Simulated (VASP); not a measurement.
# NaAl5O2 (P-3m1) in VASP: vibrations by perturbation theory with PBE

Aim: the vibrations by perturbation theory of NaAl5O2 with PBE.

Program: VASP 6.6.1. These are calculated values, not measurements. Logs are shortened: lines on timing, memory, paths and dates and some standing lists are left out, and cuts for length are marked.

### Step 1. The cell of the first run

It takes space group P-3m1 (No. 164, trigonal). The conventional cell has a = 2.899 Å, b = 2.899 Å, c = 29.130 Å, α = 90.00°, β = 90.00°, γ = 120.00°. Na (site symmetry 3m) has 6 O at 2.36 to 2.37 Å and 6 Na at 2.90 Å and 6 Al at 3.16 to 3.21 Å within 3.3 Å. Al (site symmetry 3m) has 3 O at 1.98 Å within 2.6 Å. Al (site symmetry -3m) has 6 O at 1.96 Å within 2.6 Å. Al (site symmetry 3m) has 12 Al at 2.82 to 2.90 Å and 1 O at 3.34 Å within 3.7 Å. Within 3.7 Å of Al (site symmetry 3m) lie 12 Al at 2.84 to 2.90 Å. Within 3.7 Å of Al (site symmetry -3m) lie 12 Al at 2.84 to 2.90 Å. Within 3.7 Å of Al (site symmetry 3m) lie 12 Al at 2.82 to 2.90 Å. O (site symmetry 3m) has 3 Al at 1.98 Å and 3 Na at 2.37 Å within 2.6 Å.

### Step 2. Vibrations by perturbation theory, PBE

The input, INCAR:

```
SYSTEM = NaAl5O2
PREC     = Accurate       ! precision mode
ENCUT    = 520            ! plane-wave cutoff, eV
EDIFF    = 1E-8           ! SCF threshold, eV
ISMEAR   = 0              ! smearing method
SIGMA    = 0.1            ! smearing width, eV
LREAL    = Auto         
LASPH    = .True.         ! aspherical terms in the spheres
NELM     = 100            ! most SCF steps
ALGO     = Normal         ! electronic algorithm
ISIF     = 2              ! what is computed and relaxed
LWAVE    = .False.        ! write WAVECAR
LCHARG   = .False.        ! write CHGCAR
GGA      = PE             ! functional
IBRION   = 8              ! ionic algorithm
NSW      = 1              ! ionic steps
KPAR     = 4
```

The input, KPOINTS:

```
regular mesh
0
Gamma
  12 12 1
  0 0 0
```

The input, POSCAR:

```
NaAl5O2
1.0
    2.8986264266      0.0000000000      0.0000000000
   -1.4493132133      2.5102841215      0.0000000000
    0.0000000000      0.0000000000     29.1302312099
Na Al O
2 10 4
Direct
    0.6666666667      0.3333333333      0.0920447440
    0.3333333333      0.6666666667      0.9079552560
    0.3333333333      0.6666666667      0.1859866621
    0.0000000000      0.0000000000      0.0000000000
    0.6666666667      0.3333333333      0.8140133379
    0.0000000000      0.0000000000      0.2643268976
    0.0000000000      0.0000000000      0.7356731024
    0.6666666667      0.3333333333      0.5786008828
    0.0000000000      0.0000000000      0.5000000000
    0.3333333333      0.6666666667      0.4213991172
    0.6666666667      0.3333333333      0.3420649317
    0.3333333333      0.6666666667      0.6579350683
    0.0000000000      0.0000000000      0.1496973951
    0.3333333333      0.6666666667      0.0347326785
    0.6666666667      0.3333333333      0.9652673215
    0.0000000000      0.0000000000      0.8503026049
```

Potentials or basis: VASP PAW PBE potentials, release 64 (Na_pv, Al, O).

Launch:

```
> cat potpaw_PBE.64/Na_pv/POTCAR potpaw_PBE.64/Al/POTCAR potpaw_PBE.64/O/POTCAR > POTCAR
> mpirun -np 4 vasp_std > vasp.out
```

OUTCAR:

```text
SYSTEM = NaAl5O2
   PREC = Accurate
   ENCUT = 520
   EDIFF = 1E-8
   ISMEAR = 0
   LREAL = Auto
   LASPH = .True.
   NELM = 100
   ISIF = 2
   GGA = PE
   IBRION = 8
   NSW = 1

 ion  position               nearest neighbor table
   1  0.667  0.333  0.092-  14 2.36  14 2.36  14 2.36  13 2.37  13 2.37  13 2.37
   2  0.333  0.667  0.908-  15 2.36  15 2.36  15 2.36  16 2.37  16 2.37  16 2.37
   3  0.333  0.667  0.186-  13 1.98  13 1.98  13 1.98   6 2.83   6 2.83   6 2.83
   4  0.000  0.000  0.000-  14 1.96  15 1.96  14 1.96  15 1.96  15 1.96  14 1.96
   5  0.667  0.333  0.814-  16 1.98  16 1.98  16 1.98   7 2.83   7 2.83   7 2.83
   6  0.000  0.000  0.264-  11 2.82  11 2.82  11 2.82   3 2.83   3 2.83   3 2.83
[... 8 lines left out ...]
  15  0.667  0.333  0.965-   4 1.96   4 1.96   4 1.96   2 2.36   2 2.36   2 2.36
  16  0.000  0.000  0.850-   5 1.98   5 1.98   5 1.98   2 2.37   2 2.37   2 2.37

  LATTYP: Found a hexagonal cell.
[... 1195 lines left out ...]
  5X     0.063554    0.000000    0.000000    0.119728    0.000000    0.000000    0.056396    0.000000    0.000000    0.062888    0.000000    0.000000   -4.874185    0.000000    0.000000    0.063873    0.000000    0.000000    0.588542    0.000000    0.000000    0.052852    0.000000    0.000000    0.070239    0.000000    0.000000    0.061918    0.000000    0.000000    0.062480    0.000000    0.000000    0.101943    0.000000    0.000000    0.055526    0.000000    0.000000    0.063513    0.000000    0.000000    0.064205    0.000000    0.000000    3.386528    0.000000    0.000000
  5Y     0.000000    0.063554   -0.000000    0.000000    0.119728    0.000000    0.000000    0.056396    0.000000    0.000000    0.062888    0.000000    0.000000   -4.874185   -0.000000    0.000000    0.063873   -0.000000    0.000000    0.588542    0.000000    0.000000    0.052852    0.000000    0.000000    0.070239    0.000000    0.000000    0.061918   -0.000000    0.000000    0.062480    0.000000   -0.000000    0.101943    0.000000    0.000000    0.055526    0.000000    0.000000    0.063513    0.000000    0.000000    0.064205   -0.000000    0.000000    3.386528    0.000000
  5Z     0.000000   -0.000000    0.774760    0.000000    0.000000    2.856197    0.000000   -0.000000    0.328468    0.000000    0.000000    1.537995    0.000000    0.000000  -18.129743    0.000000   -0.000000    0.079178    0.000000    0.000000    2.910867    0.000000    0.000000    0.255844   -0.000000    0.000000    0.061452    0.000000    0.000000    0.060850    0.000000    0.000000    0.021144    0.000000    0.000000   -0.072470    0.000000   -0.000000   -0.469381    0.000000    0.000000   -1.078644    0.000000    0.000000   -1.147337    0.000000    0.000000   12.010820
  6X     0.055464    0.000000    0.000000    0.063227    0.000000    0.000000    0.588843    0.000000    0.000000    0.063000    0.000000    0.000000    0.063714    0.000000    0.000000   -1.654033    0.000000    0.000000    0.054151    0.000000    0.000000    0.066233    0.000000    0.000000    0.043085    0.000000    0.000000    0.103102    0.000000    0.000000    0.675204    0.000000    0.000000    0.077138    0.000000    0.000000   -0.394773   -0.000000    0.000000    0.061642    0.000000    0.000000    0.063008    0.000000    0.000000    0.070993    0.000000    0.000000
  6Y     0.000000    0.055464    0.000000    0.000000    0.063227    0.000000    0.000000    0.588843   -0.000000    0.000000    0.063000    0.000000    0.000000    0.063714    0.000000    0.000000   -1.654033   -0.000000    0.000000    0.054151    0.000000    0.000000    0.066233    0.000000    0.000000    0.043085    0.000000    0.000000    0.103102    0.000000    0.000000    0.675204   -0.000000    0.000000    0.077138    0.000000    0.000000   -0.394773    0.000000    0.000000    0.061642    0.000000    0.000000    0.063008    0.000000    0.000000    0.070993   -0.000000
[... 17 lines left out ...]
 12Y     0.000000    0.065286   -0.000000    0.000000    0.064138   -0.000000    0.000000    0.063673    0.000000    0.000000    0.065744   -0.000000    0.000000    0.104775    0.000000    0.000000    0.081424    0.000000    0.000000    0.657147    0.000000    0.000000    0.543457    0.000000    0.000000    0.141314    0.000000    0.000000    0.026447    0.000000    0.000000    0.067942    0.000000    0.000000   -2.173046    0.000000    0.000000    0.056693    0.000000    0.000000    0.066129    0.000000    0.000000    0.066150   -0.000000    0.000000    0.102726    0.000000
 12Z    -0.000000    0.000000    0.067279    0.000000    0.000000    0.043892   -0.000000    0.000000    0.017509   -0.000000    0.000000    0.070619   -0.000000    0.000000   -0.076255   -0.000000   -0.000000    0.156719   -0.000000   -0.000000    3.028174    0.000000   -0.000000    2.475177   -0.000000   -0.000000    0.163332   -0.000000   -0.000000    0.127396    0.000000   -0.000000   -0.001310    0.000000   -0.000000   -6.283678    0.000000    0.000000    0.032236   -0.000000    0.000000    0.056248   -0.000000    0.000000    0.059812    0.000000    0.000000    0.062849
 13X     1.143963    0.000000    0.000000    0.068123    0.000000    0.000000    3.401926    0.000000    0.000000    0.070881    0.000000    0.000000    0.073650    0.000000    0.000000   -0.389036    0.000000    0.000000    0.076405    0.000000    0.000000    0.062980    0.000000    0.000000    0.078425    0.000000    0.000000    0.070798    0.000000    0.000000    0.107468    0.000000    0.000000    0.059549    0.000000    0.000000   -5.073980    0.000000    0.000000    0.108999    0.000000    0.000000    0.072276    0.000000    0.000000    0.067573    0.000000    0.000000
 13Y     0.000000    1.143963    0.000000    0.000000    0.068123   -0.000000    0.000000    3.401926   -0.000000    0.000000    0.070881    0.000000    0.000000    0.073650   -0.000000    0.000000   -0.389036    0.000000    0.000000    0.076405    0.000000    0.000000    0.062980   -0.000000    0.000000    0.078425    0.000000    0.000000    0.070798   -0.000000   -0.000000    0.107468    0.000000    0.000000    0.059549    0.000000    0.000000   -5.073980   -0.000000    0.000000    0.108999    0.000000    0.000000    0.072276   -0.000000    0.000000    0.067573    0.000000
 13Z     0.000000    0.000000    1.133565    0.000000    0.000000   -1.155137    0.000000    0.000000   12.028917    0.000000    0.000000   -2.253211    0.000000   -0.000000   -0.445996    0.000000    0.000000    0.658822    0.000000    0.000000    0.024141   -0.000000    0.000000    0.074077    0.000000   -0.000000    0.069033    0.000000    0.000000   -0.040272    0.000000   -0.000000    0.047642    0.000000    0.000000    0.015738    0.000000   -0.000000  -15.210195   -0.000000   -0.000000    1.948515    0.000000   -0.000000    1.889342    0.000000   -0.000000    1.215018
 14X     1.122654    0.000000    0.000000    0.075574    0.000000    0.000000    0.063141    0.000000    0.000000    4.343685    0.000000    0.000000    0.062010    0.000000    0.000000    0.060414    0.000000    0.000000    0.061972    0.000000    0.000000    0.061690    0.000000    0.000000    0.061863    0.000000    0.000000    0.061478    0.000000    0.000000    0.062578    0.000000    0.000000    0.061621    0.000000    0.000000    0.102023    0.000000    0.000000   -8.123181    0.000000    0.000000    1.856693    0.000000    0.000000    0.065785    0.000000    0.000000
 14Y     0.000000    1.122654    0.000000    0.000000    0.075574    0.000000    0.000000    0.063141    0.000000    0.000000    4.343685    0.000000    0.000000    0.062010    0.000000    0.000000    0.060414    0.000000    0.000000    0.061972    0.000000    0.000000    0.061690    0.000000    0.000000    0.061863    0.000000    0.000000    0.061478    0.000000    0.000000    0.062578    0.000000    0.000000    0.061621   -0.000000    0.000000    0.102023   -0.000000    0.000000   -8.123181    0.000000    0.000000    1.856693   -0.000000   -0.000000    0.065785    0.000000
 14Z     0.000000    0.000000    1.762250   -0.000000   -0.000000   -1.545737    0.000000    0.000000   -1.164662    0.000000    0.000000   12.391587    0.000000    0.000000   -1.088357    0.000000    0.000000    0.121800    0.000000    0.000000    0.108180    0.000000    0.000000    0.071514    0.000000    0.000000    0.119294    0.000000    0.000000    0.064975   -0.000000    0.000000    0.080810    0.000000   -0.000000    0.076438    0.000000   -0.000000    1.990061    0.000000    0.000000  -18.704611    0.000000   -0.000000    3.798034    0.000000    0.000000    1.918425
 15X     0.075574    0.000000    0.000000    1.122654    0.000000    0.000000    0.062010    0.000000    0.000000    4.343685    0.000000    0.000000    0.063141    0.000000    0.000000    0.061972    0.000000    0.000000    0.060414    0.000000    0.000000    0.061478    0.000000    0.000000    0.061863    0.000000    0.000000    0.061690    0.000000    0.000000    0.061621    0.000000    0.000000    0.062578    0.000000    0.000000    0.065785    0.000000    0.000000    1.856693    0.000000    0.000000   -8.123181    0.000000    0.000000    0.102023    0.000000    0.000000
 15Y     0.000000    0.075574    0.000000    0.000000    1.122654    0.000000    0.000000    0.062010    0.000000    0.000000    4.343685    0.000000    0.000000    0.063141    0.000000    0.000000    0.061972    0.000000    0.000000    0.060414    0.000000    0.000000    0.061478    0.000000    0.000000    0.061863    0.000000    0.000000    0.061690    0.000000    0.000000    0.061621   -0.000000    0.000000    0.062578    0.000000   -0.000000    0.065785    0.000000    0.000000    1.856693   -0.000000    0.000000   -8.123181    0.000000    0.000000    0.102023   -0.000000
 15Z    -0.000000   -0.000000   -1.545737    0.000000    0.000000    1.762250    0.000000    0.000000   -1.088357    0.000000    0.000000   12.391587    0.000000    0.000000   -1.164662    0.000000    0.000000    0.108180    0.000000    0.000000    0.121800    0.000000    0.000000    0.064975    0.000000    0.000000    0.119294    0.000000    0.000000    0.071514    0.000000   -0.000000    0.076438   -0.000000    0.000000    0.080810    0.000000    0.000000    1.918425    0.000000   -0.000000    3.798034    0.000000    0.000000  -18.704611    0.000000   -0.000000    1.990061
 16X     0.068123    0.000000    0.000000    1.143963    0.000000    0.000000    0.073650    0.000000    0.000000    0.070881    0.000000    0.000000    3.401926    0.000000    0.000000    0.076405    0.000000    0.000000   -0.389036    0.000000    0.000000    0.070798    0.000000    0.000000    0.078425    0.000000    0.000000    0.062980    0.000000    0.000000    0.059549    0.000000    0.000000    0.107468    0.000000    0.000000    0.067573    0.000000    0.000000    0.072276    0.000000    0.000000    0.108999    0.000000    0.000000   -5.073980    0.000000    0.000000
 16Y     0.000000    0.068123   -0.000000    0.000000    1.143963    0.000000    0.000000    0.073650   -0.000000    0.000000    0.070881    0.000000    0.000000    3.401926   -0.000000    0.000000    0.076405    0.000000    0.000000   -0.389036    0.000000    0.000000    0.070798   -0.000000    0.000000    0.078425    0.000000    0.000000    0.062980   -0.000000    0.000000    0.059549    0.000000   -0.000000    0.107468    0.000000    0.000000    0.067573    0.000000    0.000000    0.072276   -0.000000    0.000000    0.108999    0.000000    0.000000   -5.073980   -0.000000
 16Z     0.000000    0.000000   -1.155137    0.000000    0.000000    1.133565    0.000000   -0.000000   -0.445996    0.000000    0.000000   -2.253211    0.000000    0.000000   12.028917    0.000000    0.000000    0.024141    0.000000    0.000000    0.658822    0.000000    0.000000   -0.040272    0.000000   -0.000000    0.069033   -0.000000    0.000000    0.074077    0.000000    0.000000    0.015738    0.000000   -0.000000    0.047642    0.000000   -0.000000    1.215018    0.000000   -0.000000    1.889342   -0.000000   -0.000000    1.948515    0.000000   -0.000000  -15.210195

 Eigenvectors and eigenvalues of the dynamical matrix
   1 f  =   22.233011 THz   139.694126 2PiTHz  741.613411 cm-1    91.948303 meV
   2 f  =   19.038721 THz   119.623810 2PiTHz  635.063364 cm-1    78.737787 meV
   3 f  =   18.731814 THz   117.695457 2PiTHz  624.826051 cm-1    77.468522 meV
   4 f  =   17.405460 THz   109.361733 2PiTHz  580.583663 cm-1    71.983168 meV
   5 f  =   12.838369 THz    80.665851 2PiTHz  428.241893 cm-1    53.095204 meV
   6 f  =   12.838369 THz    80.665851 2PiTHz  428.241893 cm-1    53.095204 meV
[... 37 lines left out ...]
  44 f  =    2.997092 THz    18.831285 2PiTHz   99.972230 cm-1    12.394971 meV
  45 f  =    2.997092 THz    18.831285 2PiTHz   99.972230 cm-1    12.394971 meV
  46 f/i=    0.224831 THz     1.412653 2PiTHz    7.499548 cm-1     0.929825 meV
  47 f/i=    0.402706 THz     2.530275 2PiTHz   13.432819 cm-1     1.665457 meV
  48 f/i=    0.402706 THz     2.530275 2PiTHz   13.432819 cm-1     1.665457 meV

 ELASTIC MODULI CONTR FROM IONIC RELAXATION (kBar)
 Direction    XX          YY          ZZ          XY          YZ          ZX
 --------------------------------------------------------------------------------
 XX         -38.9050      5.0674    -63.7035     -0.0000    -21.6136     -0.0000
 YY           5.0674    -38.9050    -63.7035      0.0000     21.6136      0.0000
 ZZ         -63.7035    -63.7035   -333.2114      0.0000     -0.0000     -0.0000
 XY          -0.0000      0.0000      0.0000    -21.9862     -0.0000    -24.8572
 YZ         -21.6136     21.6136     -0.0000     -0.0000    -80.2622      0.0000
 ZX          -0.0000      0.0000     -0.0000    -24.8572      0.0000    -85.4512
 --------------------------------------------------------------------------------
```

Run time: 32 min. Hardware: 4 MPI ranks of Intel Xeon 6975P-C (Granite Rapids), shared host; peak memory 1.4 GiB.

Results:

* Highest phonon frequency at Γ, LO-TO splitting left out: 742 cm⁻¹

Phonon frequencies in cm⁻¹ (negative: imaginary):
```tsv
q point	frequencies
(0.000, 0.000, 0.000)	-13 -13 -7 100 100 108 108 116 116 123 123 135 138 142 142 151 151 163 163 171 171 175 175 177 177 193 193 201 202 249 272 311 321 328 343 343 344 344 345 360 414 414 428 428 581 625 635 742
```

Caveat: some modes are imaginary.
